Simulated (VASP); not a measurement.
# VO2 (P4_2/mnm) in VASP: further runs

Runs on VO2. Level: PBE. Tasks: single point.

Everything below comes from runs of VASP 6.6.1. Logs are shortened: lines on timing, memory, paths and dates and some standing lists are left out, and cuts for length are marked.

### 1 The cell of the first run

Symmetry: P4_2/mnm, No. 136, tetragonal system. Conventional cell: a = 4.555 Å, b = 4.555 Å, c = 2.796 Å, α = 90.00°, β = 90.00°, γ = 90.00°. Within 2.5 Å of V (site symmetry mmm) lie 6 O at 1.91 to 1.92 Å. Within 2.6 Å of O (site symmetry m2m) lie 3 V at 1.91 to 1.92 Å and 1 O at 2.60 Å.

### 2 Single point, PBE, collinear spin, ferromagnetic start (z stretched by -2 %, then relaxed in part)

The input, INCAR:

```
SYSTEM = VO2
PREC = Accurate ; ENCUT = 600
EDIFF = 1E-6 ; ISMEAR = -1
SIGMA = 0.05 ; LREAL = .FALSE.
LASPH = .TRUE. ; NELM = 200
ALGO = Normal ; ISIF = 2
LWAVE = .FALSE. ; LCHARG = .TRUE.
ISPIN = 2 ; MAGMOM = 1 1 0 0 0 0
LORBIT = 11 ; LMAXMIX = 4
GGA = PE ; LVHAR = .TRUE.
NBANDS = 38 ; GGA_COMPAT = .FALSE.
KPAR = 4
```

The input, KPOINTS:

```
regular mesh
0
G
  10 10 16
  0 0 0
```

The input, POSCAR:

```
VO2
1.0
    4.5546000000      0.0000000000      0.0000000000
    0.0000000000      4.5546000000      0.0000000000
    0.0000000000      0.0000000000      2.7957440000
V O
2 4
Direct
    0.0000000000      0.0000000000      0.0000000000
    0.5000000000      0.5000000000      0.5000000000
    0.2985357537      0.2985357537      0.0000000000
    0.2014642463      0.7985357537      0.5000000000
    0.7014642463      0.7014642463      0.0000000000
    0.7985357537      0.2014642463      0.5000000000
```

Potentials or basis: VASP PAW PBE potentials, release 64 (V_sv, O).

Run with:

```sh
$ cat potpaw_PBE.64/V_sv/POTCAR potpaw_PBE.64/O/POTCAR > POTCAR
$ mpirun -np 4 vasp_std > vasp.out
```

OUTCAR:

```text
SYSTEM = VO2
   PREC = Accurate
   ENCUT = 600
   EDIFF = 1E-6
   ISMEAR = -1
   LREAL = .FALSE.
   LASPH = .TRUE.
   NELM = 200
   ISIF = 2
   ISPIN = 2
   LORBIT = 11
   GGA = PE

 ion  position               nearest neighbor table
   1  0.000  0.000  0.000-   4 1.91   6 1.91   4 1.91   6 1.91   5 1.92   3 1.92
   2  0.500  0.500  0.500-   3 1.91   5 1.91   3 1.91   5 1.91   4 1.92   6 1.92
   3  0.299  0.299  0.000-   2 1.91   2 1.91   1 1.92
   4  0.201  0.799  0.500-   1 1.91   1 1.91   2 1.92
   5  0.701  0.701  0.000-   2 1.91   2 1.91   1 1.92
   6  0.799  0.201  0.500-   1 1.91   1 1.91   2 1.92

  LATTYP: Found a simple tetragonal cell.
 ALAT       =     4.5546000000
 C/A-ratio  =     0.6138286567

  Lattice vectors:

 A1 = (   4.5546000000,   0.0000000000,   0.0000000000)
 A2 = (   0.0000000000,   4.5546000000,   0.0000000000)
 A3 = (   0.0000000000,   0.0000000000,   2.7957440000)

Analysis of symmetry for initial positions (statically):
=====================================================================
 Subroutine PRICEL returns:
 Original cell was already a primitive cell.

 Routine SETGRP: Setting up the symmetry group for a
 simple tetragonal supercell.

 Subroutine GETGRP returns: Found 16 space group operations
 (whereof  8 operations were pure point group operations)
 out of a pool of 16 trial point group operations.

The static configuration has the point symmetry D_2h.
 The point group associated with its full space group is D_4h.

Analysis of symmetry for dynamics (positions and initial velocities):
=====================================================================
 Subroutine PRICEL returns:
 Original cell was already a primitive cell.

 Routine SETGRP: Setting up the symmetry group for a
 simple tetragonal supercell.

 Subroutine GETGRP returns: Found 16 space group operations
 (whereof  8 operations were pure point group operations)
 out of a pool of 16 trial point group operations.

The dynamic configuration has the point symmetry D_2h.
 The point group associated with its full space group is D_4h.

Analysis of structural, dynamic, and magnetic symmetry:
=====================================================================
 Subroutine PRICEL returns:
 Original cell was already a primitive cell.

 Routine SETGRP: Setting up the symmetry group for a
 simple tetragonal supercell.

 Subroutine GETGRP returns: Found 16 space group operations
 (whereof  8 operations were pure point group operations)
 out of a pool of 16 trial point group operations.

The overall configuration has the point symmetry D_2h.
 The point group associated with its full space group is D_4h.

 Subroutine INISYM returns: Found 16 space group operations
 (whereof  8 operations are pure point group operations),
 and found     1 'primitive' translations

----------------------------------------------------------------------------------------

                                     Primitive cell

  volume of cell :      57.9960

  direct lattice vectors                    reciprocal lattice vectors
     4.554600000  0.000000000  0.000000000     0.219558249  0.000000000  0.000000000
     0.000000000  4.554600000  0.000000000     0.000000000  0.219558249  0.000000000
     0.000000000  0.000000000  2.795744000     0.000000000  0.000000000  0.357686541

  length of vectors
     4.554600000  4.554600000  2.795744000     0.219558249  0.219558249  0.357686541

  position of ions in fractional coordinates (direct lattice)
     0.000000000  0.000000000  0.000000000
     0.500000000  0.500000000  0.500000000
     0.298535754  0.298535754  0.000000000
     0.201464246  0.798535754  0.500000000
     0.701464246  0.701464246  0.000000000
     0.798535754  0.201464246  0.500000000

  ion indices of the primitive-cell ions
   primitive index   ion index
                 1           1
                 2           2
                 3           3
                 4           4
                 5           5
                 6           6

[... 29 lines left out ...]
  0.100000  0.000000  0.000000      4.000000
  0.200000  0.000000  0.000000      4.000000
  0.300000  0.000000  0.000000      4.000000
  0.400000  0.000000  0.000000      4.000000
  0.500000  0.000000  0.000000      2.000000
[... 16 lines left out ...]
  0.100000  0.000000  0.062500      8.000000
  0.200000  0.000000  0.062500      8.000000
 [... further k-points ...]
   k-points           NKPTS =    189   k-points in BZ     NKDIM =    189   number of bands    NBANDS=     38
   number of dos      NEDOS =    301   number of ions     NIONS =      6
   total plane-waves  NPLWV =  31104
   dimension x,y,z NGX =    36 NGY =   36 NGZ =   24
   dimension x,y,z NGXF=    72 NGYF=   72 NGZF=   48
   ions per type =               2   4
   NGX,Y,Z   is equivalent  to a cutoff of  13.14, 13.14, 14.27 a.u.
   NGXF,Y,Z  is equivalent  to a cutoff of  26.28, 26.28, 28.54 a.u.
 SYSTEM =  VO2
   PREC   = accura    normal or accurate (medium, high low for compatibility)
   ISTART =      0    job   : 0-new  1-cont  2-samecut
   ICHARG =      2    charge: 1-file 2-atom 10-const
   ISPIN  =      2    spin polarized calculation?
   LNONCOLLINEAR =      F non collinear calculations
   LSORBIT =      F    spin-orbit coupling
   LASPH  =      T    aspherical Exc in radial PAW
   ENCUT  =  600.0 eV  44.10 Ry    6.64 a.u.   9.10  9.10  5.58*2*pi/ulx,y,z
   NELM   =    200;   NELMIN=  2; NELMDL= -5     # of ELM steps
   EDIFF  = 0.1E-05   stopping-criterion for ELM
   LREAL  =      F    real-space projection
   EDIFFG = 0.1E-04   stopping-criterion for IOM
   NSW    =      0    number of steps for IOM
   IBRION =     -1    ionic relax: 0-MD 1-quasi-New 2-CG
   NFREE  =      0    steps in history (QN), initial steepest desc. (CG)
   ISIF   =      2    stress and relaxation
   ISYM   =      2    0-nonsym 1-usesym 2-fastsym
   POTIM  = 0.5000    time-step for ionic-motion
   TEBEG  =    0.0;   TEEND  =   0.0 temperature during run
   PSTRESS=    0.0 pullay stress
   NELECT =      50.0000    total number of electrons
   NUPDOWN=      -1.0000    fix difference up-down
   EMIN   =  10.00;   EMAX   =-10.00  energy-range for DOS
   EFERMI =   0.00;   METHOD = LEGACY
   ISMEAR =    -1;   SIGMA  =   0.05  broadening in eV -4-tet -1-fermi 0-gaus
   EFERMI_NEDOS =   21; number of points for ismear=-14 and -15
   IALGO  =     38    algorithm
   IMIX   =      4    mixing-type and parameters
     AMIX     =   0.40;   BMIX     =  1.00
     AMIX_MAG =   1.60;   BMIX_MAG =  1.00
  volume/ion in A,a.u.               =       9.67        65.23
  Fermi-wavevector in a.u.,A,eV,Ry     =   1.558113  2.944406 33.031071  2.427715
  Thomas-Fermi vector in A             =   2.661665
   LORBIT       =     11    0 simple, 1 ext, 2 COOP (PROOUT), +10 PAW based schemes
   GGA     = PE    functional components
   LHFCALC =     F    Hartree Fock is set to
   AEXX    =    0.0000 exact exchange contribution
   IVDW    =     0    specifies the selected vdW correction
   LEPSILON=     F    determine dielectric tensor
   LRPA    =     F    only Hartree local field effects (RPA)
 spin polarized calculation
  energy-cutoff  :      600.00
  volume of cell :       58.00
 maximum number of plane-waves:      1972
   NGX = 19   NGY = 19   NGZ = 11

 number of electron      49.9999997 magnetization       1.9894655

 Free energy of the ion-electron system (eV)
  ---------------------------------------------------
  ext. energy  EPLUGINS =         0.00000000
  ---------------------------------------------------
  free energy    TOTEN  =       -51.92905229 eV

  energy without entropy =      -51.90514569  energy(sigma->0) =      -51.91709899

 E-fermi :   6.5516     XC(G=0): -11.8697

 val. band max:        6.5479143562   @ k =   0.4000   0.2000   0.2500
 cond. band min:       6.5519842389   @ k =   0.4000   0.2000   0.1250
 fundamental gap:      0.0040698828
 Fermi energy:         6.5516345956

 spin component 1

 k-point     1 :       0.0000    0.0000    0.0000
  band No.  band energies     occupation
      1     -59.5380      1.00000
      2     -59.5281      1.00000
      3     -33.3848      1.00000
      4     -33.3848      1.00000
      5     -33.2916      1.00000
      6     -33.2916      1.00000
[... 949 lines left out ...]
     36      17.2374      0.00000
     37      17.6125      0.00000

 [... further k-points ...]

 spin component 2

 k-point     1 :       0.0000    0.0000    0.0000
  band No.  band energies     occupation
      1     -58.4566      1.00000
      2     -58.4460      1.00000
      3     -32.3216      1.00000
      4     -32.3216      1.00000
      5     -32.2283      1.00000
      6     -32.2164      1.00000
[... 949 lines left out ...]
     36      17.4524      0.00000
     37      17.8830      0.00000

 [... further k-points ...]

 [bands above 37 left out]

------------------------ aborting loop because EDIFF is reached ----------------------------------------

  FORCE on cell =-STRESS in cart. coord.  units (eV):
  Direction    XX          YY          ZZ          XY          YZ          ZX
  --------------------------------------------------------------------------------------
  -------------------------------------------------------------------------------------
  Total        2.3171292      2.3171292      3.5846569     -0.0000000      0.0000000      0.0000000
  in kB       64.0122293     64.0122293     99.0285204     -0.0000000      0.0000000      0.0000000
  external PRESSURE =      75.6843264 kB  Pullay stress =       0.0000000 kB

 VOLUME and BASIS-vectors are now :
 -----------------------------------------------------------------------------
  energy-cutoff  :      600.00
  volume of cell :       58.00
      direct lattice vectors                 reciprocal lattice vectors
     4.554600000  0.000000000  0.000000000     0.219558249  0.000000000  0.000000000
     0.000000000  4.554600000  0.000000000     0.000000000  0.219558249  0.000000000
     0.000000000  0.000000000  2.795744000     0.000000000  0.000000000  0.357686541

 POSITION                                       TOTAL-FORCE (eV/Angst)
 -----------------------------------------------------------------------------------
      0.00000      0.00000      0.00000         0.000000     -0.000000      0.000000
      2.27730      2.27730      1.39787         0.000000     -0.000000      0.000000
      1.35971      1.35971      0.00000        -0.023067     -0.023067     -0.000000
      0.91759      3.63701      1.39787         0.023067     -0.023067     -0.000000
      3.19489      3.19489      0.00000         0.023067      0.023067      0.000000
      3.63701      0.91759      1.39787        -0.023067      0.023067      0.000000
 -----------------------------------------------------------------------------------
    total drift:                                0.000000      0.000000     -0.000000

  FREE ENERGIE OF THE ION-ELECTRON SYSTEM (eV)
  ---------------------------------------------------
  free  energy   TOTEN  =       -51.9290522894 eV

  energy  without entropy=      -51.9051456864  energy(sigma->0) =      -51.91709899

 total charge

# of ion       s       p       d       tot
------------------------------------------
    1        2.290   6.354   2.943  11.587
    2        2.290   6.354   2.943  11.587
    3        1.570   3.490   0.000   5.060
    4        1.570   3.490   0.000   5.060
    5        1.570   3.490   0.000   5.060
    6        1.570   3.490   0.000   5.060
--------------------------------------------------
tot         10.862  26.667   5.885  43.415

 magnetization (x)

# of ion       s       p       d       tot
------------------------------------------
    1        0.013   0.013   1.006   1.031
    2        0.013   0.013   1.006   1.031
    3       -0.002  -0.045   0.000  -0.047
    4       -0.002  -0.045   0.000  -0.047
    5       -0.002  -0.045   0.000  -0.047
    6       -0.002  -0.045   0.000  -0.047
--------------------------------------------------
tot          0.018  -0.153   2.011   1.875
```

Run time: 3.8 min. Hardware: 4 MPI ranks of Intel Xeon Platinum 8488C (Sapphire Rapids), shared host; peak memory 0.71 GiB.

What came out:

* Free energy: -51.9291 eV
* Pressure: 7.6 GPa
* Largest force: 0.033 eV/Å
* Band gap on the k mesh: zero (filled and empty bands overlap)
* Net moment: 1.99 μB per cell
* Site moments: V +1.03; O -0.05 μB
* Valence electrons inside the program's atomic spheres: V 11.59; O 5.06

Forces in eV/Å, atoms in the order of the input:
```
V    0.000  0.000  0.000
V    0.000  0.000  0.000
O   -0.023 -0.023  0.000
O    0.023 -0.023  0.000
O    0.023  0.023  0.000
O   -0.023  0.023  0.000
```

Stress tensor (GPa, compression positive):
```
6.40 0.00 0.00
0.00 6.40 0.00
0.00 0.00 9.90
```

Caveat: the cell differs from its parent crystal (z stretched by -2 %, then relaxed in part); the cell stands under pressure; semilocal functionals often make such compounds metallic where correlation or magnetic order opens a gap, which also shifts bond lengths.

### 3 Single point, PBE, collinear spin, ferromagnetic start (10.06 Å³/atom)

This run uses another cell than the first one, of 10.06 Å³/atom.

The input, INCAR:

```
PREC = Accurate ; ENCUT = 600
EDIFF = 1E-6 ; ISMEAR = -1
SIGMA = 0.05 ; LREAL = F
LASPH = T ; NELM = 200
ALGO = Normal ; ISIF = 2
LWAVE = F ; LCHARG = F
ISPIN = 2 ; MAGMOM = 1 1 0 0 0 0
LORBIT = 11 ; LMAXMIX = 4
GGA = PE ; NBANDS = 38
GGA_COMPAT = F ; KPAR = 4
```

The input, KPOINTS:

```
Automatic mesh
0
Gamma
  10 10 16
```

The input, POSCAR:

```
VO2
1.0
    4.5847637930      0.0000000000      0.0000000000
    0.0000000000      4.5847637930      0.0000000000
    0.0000000000      0.0000000000      2.8716932658
V O
2 4
Direct
    0.0000000000      0.0000000000      0.0000000000
    0.5000000000      0.5000000000      0.5000000000
    0.3007984482      0.3007984482      0.0000000000
    0.1992015518      0.8007984482      0.5000000000
    0.6992015518      0.6992015518      0.0000000000
    0.8007984482      0.1992015518      0.5000000000
```

Potentials or basis: VASP PAW PBE potentials, release 64 (V_sv, O).

Run with:

```sh
$ cat potpaw_PBE.64/V_sv/POTCAR potpaw_PBE.64/O/POTCAR > POTCAR
$ mpirun -np 4 vasp_std > vasp.out
```

Run time: 1.8 min. Hardware: 4 MPI ranks of Intel Xeon 6975P-C (Granite Rapids), shared host; peak memory 0.75 GiB.

The run converged. Its results:

```
Free energy                                           : -51.9737 eV
Pressure                                              : -2.4 GPa
Largest force                                         : 0.028 eV/Å
Band gap on the k mesh                                : zero (filled and empty bands overlap)
Net moment                                            : 2.00 μB per cell
Site moments                                          : V +1.06; O -0.06 μB
Valence electrons inside the program's atomic spheres : V 11.48; O 5.04
```

Forces on the atoms (eV/Å):
```
V    0.000  0.000  0.000
V    0.000  0.000  0.000
O   -0.020 -0.020  0.000
O    0.020 -0.020  0.000
O    0.020  0.020  0.000
O   -0.020  0.020  0.000
```

Stress tensor (GPa, compression positive):
```
-1.38  0.00  0.00
 0.00 -1.38  0.00
 0.00  0.00 -4.31
```

Levels at points of the mesh, in eV from the Fermi level:
Spin up:
| k point | band 23 | band 24 | band 25 | band 26 | band 27 | band 28 | band 29 | band 30 |
| --- | --- | --- | --- | --- | --- | --- | --- | --- |
| (0.00, 0.00, 0.00) | -1.85 | -1.44 | -0.97 | -0.71 | -0.36 | -0.36 | -0.24 | 1.74 |
| (0.50, 0.00, 0.00) | -2.12 | -2.12 | -0.28 | -0.28 | 0.25 | 0.25 | 0.95 | 0.95 |
| (0.50, 0.50, 0.00) | -2.67 | -2.67 | -0.93 | -0.93 | -0.34 | -0.34 | 1.34 | 1.34 |
| (0.00, 0.00, 0.50) | -3.04 | -3.04 | 0.39 | 0.39 | 0.46 | 0.46 | 1.03 | 1.03 |
| (0.50, 0.00, 0.50) | -2.41 | -2.41 | -0.82 | -0.82 | 0.45 | 0.45 | 1.28 | 1.28 |
| (0.50, 0.50, 0.50) | -2.17 | -2.17 | 0.08 | 0.08 | 0.46 | 0.46 | 0.46 | 0.46 |
Spin down:
| k point | band 21 | band 22 | band 23 | band 24 | band 25 | band 26 | band 27 | band 28 |
| --- | --- | --- | --- | --- | --- | --- | --- | --- |
| (0.00, 0.00, 0.00) | -2.12 | -1.95 | -1.95 | -1.46 | 0.25 | 0.32 | 0.83 | 0.93 |
| (0.50, 0.00, 0.00) | -3.06 | -3.06 | -2.20 | -2.20 | 0.84 | 0.84 | 1.46 | 1.46 |
| (0.50, 0.50, 0.00) | -2.75 | -2.75 | -2.72 | -2.72 | 0.21 | 0.21 | 0.95 | 0.95 |
| (0.00, 0.00, 0.50) | -3.80 | -3.80 | -3.01 | -3.01 | 1.38 | 1.38 | 1.66 | 1.66 |
| (0.50, 0.00, 0.50) | -3.52 | -3.52 | -2.53 | -2.53 | 0.37 | 0.37 | 1.65 | 1.65 |
| (0.50, 0.50, 0.50) | -2.78 | -2.78 | -2.19 | -2.19 | 1.06 | 1.06 | 1.51 | 1.51 |

Caveat: semilocal functionals often make such compounds metallic where correlation or magnetic order opens a gap, which also shifts bond lengths. With open d or f shells a metallic result of PBE can be an artefact of self-interaction; +U or a hybrid may open a gap.

(Part 1 of 2 ends here.)
